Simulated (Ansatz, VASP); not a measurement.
**Pb in VASP and in Ansatz**

The input INCAR:

```
SYSTEM = Pb
PREC = Accurate
ENCUT = 600
EDIFF = 1E-6
ISMEAR = -1
SIGMA = 0.05
LREAL = .FALSE.
LASPH = .TRUE.
NELM = 80
ALGO = Normal
ISIF = 3
LWAVE = .FALSE.
LCHARG = .FALSE.
GGA = PE
IBRION = 2
NSW = 60
EDIFFG = -0.005
```

File KPOINTS:

```
Automatic mesh
0
G
  11 11 11
  0 0 0
```

The input POSCAR:

```
Pb
1.0
    0.0000000000      3.4168854378      3.4168854378
    3.4168854378      0.0000000000      3.4168854378
    3.4168854378      3.4168854378      0.0000000000
Pb
2
Direct
   -0.1250000000     -0.1250000000     -0.1250000000
    0.1250000000      0.1250000000      0.1250000000
```

Input for Ansatz:

```yaml
crystal:
  lattice:
    - [0.0, 3.4168854378, 3.4168854378]
    - [3.4168854378, 0.0, 3.4168854378]
    - [3.4168854378, 3.4168854378, 0.0]
  atoms:
    - { symbol: Pb, position: [-0.125, -0.125, -0.125] }
    - { symbol: Pb, position: [0.125, 0.125, 0.125] }
kpoints:
  mp_grid: { grid: [11, 11, 11] }
scf:
  occupations: { method: fermi_dirac, width: 0.05 }
hamiltonian:
  xc: pbe
  pseudopotentials: { kind: paw }
output:
  forces: true
  stress: true
relax:
  f_tol: 0.005
  max_steps: 40
  cell: {}
```

Alike in both runs: task relaxation of cell and atoms; functional PBE; k mesh 11 × 11 × 11; occupations fermi-dirac, width 0.05 eV; no spin polarisation.

|  | VASP | Ansatz |
| --- | --- | --- |
| version | VASP 6.6.1 | Ansatz 0.2.0 |
| potentials or method | VASP PAW PBE potentials, release 64 (Pb_d) | PAW with Ansatz's default frozen-core files, scalar-relativistic |
| plane-wave cutoff (eV) | 600 | 420 |
| valence electrons in the cell | 28 | 28 |

```csv
,VASP,Ansatz,Ansatz less VASP
relaxed volume (Å³/atom),43.91,43.96,+0.045
relaxed cell length with the largest relative difference (Å),4.989,4.991,+0.0017
```

Neither program's run includes spin-orbit coupling.
